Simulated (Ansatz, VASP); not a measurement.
# Al in VASP and in Ansatz

```xyz
1
Lattice="0.0000 2.0248 2.0248 2.0248 0.0000 2.0248 2.0248 2.0248 0.0000" Properties=species:S:1:pos:R:3 pbc="T T T"
Al    0.0000    0.0000    0.0000
```

Alike in both runs: task relaxation of cell and atoms; functional r2SCAN; k mesh 26 × 26 × 26; occupations fermi-dirac, width 0.1 eV; no spin polarisation.

```csv
,VASP,Ansatz
version,VASP 6.6.1,Ansatz 0.2.0
potentials or method,"VASP PAW PBE potentials, release 64 (Al)","PAW with Ansatz's default frozen-core files, scalar-relativistic"
plane-wave cutoff (eV),600,500
valence electrons in the cell,3,3
```

Ansatz gave:

* relaxed volume (Å³/atom): 15.93
* relaxed cell length with the largest relative difference (Å): 2.824

What did VASP give for the same quantities?

Relaxed volume (Å³/atom): 15.87; relaxed cell length with the largest relative difference (Å): 2.821.

VASP's potentials were made for PBE, not for r2SCAN.
